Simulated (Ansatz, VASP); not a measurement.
Two plane-wave programs on Li26AgF27

```
CELL_PARAMETERS angstrom
0.00000 6.04200 6.04200
6.04200 0.00000 6.04200
6.04200 6.04200 0.00000
ATOMIC_POSITIONS crystal
Ag 0.00000 0.00000 0.00000
Li 0.00000 0.00000 0.33924
Li 0.00000 0.00000 0.66076
Li 0.00000 0.33924 0.00000
Li 0.99848 0.33384 0.33384
Li 0.00000 0.33924 0.66076
Li 0.00000 0.66076 0.00000
Li 0.00000 0.66076 0.33924
Li 0.00152 0.66616 0.66616
Li 0.33924 0.00000 0.00000
Li 0.33384 0.99848 0.33384
Li 0.33924 0.00000 0.66076
Li 0.33384 0.33384 0.99848
Li 0.33384 0.33384 0.33384
Li 0.33756 0.33756 0.66244
Li 0.33924 0.66076 0.00000
Li 0.33756 0.66244 0.33756
Li 0.33756 0.66244 0.66244
Li 0.66076 0.00000 0.00000
Li 0.66076 0.00000 0.33924
Li 0.66616 0.00152 0.66616
Li 0.66076 0.33924 0.00000
Li 0.66244 0.33756 0.33756
Li 0.66244 0.33756 0.66244
Li 0.66616 0.66616 0.00152
Li 0.66244 0.66244 0.33756
Li 0.66616 0.66616 0.66616
F 0.16637 0.16637 0.16637
F 0.16637 0.16637 0.50089
F 0.18714 0.18714 0.81286
F 0.16637 0.50089 0.16637
F 0.16658 0.50000 0.50000
F 0.16658 0.50000 0.83342
F 0.18714 0.81286 0.18714
F 0.16658 0.83342 0.50000
F 0.18714 0.81286 0.81286
F 0.50089 0.16637 0.16637
F 0.50000 0.16658 0.50000
F 0.50000 0.16658 0.83342
F 0.50000 0.50000 0.16658
F 0.50000 0.50000 0.50000
F 0.50000 0.50000 0.83342
F 0.50000 0.83342 0.16658
F 0.50000 0.83342 0.50000
F 0.49911 0.83363 0.83363
F 0.81286 0.18714 0.18714
F 0.83342 0.16658 0.50000
F 0.81286 0.18714 0.81286
F 0.83342 0.50000 0.16658
F 0.83342 0.50000 0.50000
F 0.83363 0.49911 0.83363
F 0.81286 0.81286 0.18714
F 0.83363 0.83363 0.49911
F 0.83363 0.83363 0.83363
```

Alike in both runs: functional PBE; k mesh 3 × 3 × 3; occupations fermi-dirac, width 0.01 eV; no spin polarisation.

Ansatz relaxed the structure, and its values are those at the end. VASP's run is a single point on that final structure, the one shown.

```csv
,VASP,Ansatz
version,VASP 6.6.1,Ansatz 0.2.0
potentials or method,"VASP PAW PBE potentials, release 64 (Ag, Li_sv, F)","plane-wave PAW, scalar-relativistic"
plane-wave cutoff (eV),520,420
valence electrons in the cell,278,286
```

```tsv
	VASP	Ansatz	Ansatz less VASP
gap on the k mesh at the Fermi level (eV)	4.44	4.47	+0.031
rms of the force components (eV/Å)	0.008	0.006	-0.0024
```

VASP's potentials hold 278 valence electrons a cell and Ansatz's 286, so a difference there can come from the potentials and not from the codes. Ansatz's warnings: stress scf threshold loose.

Noted on VASP's run: the cutoff is short for stress, so the pressure is rough.
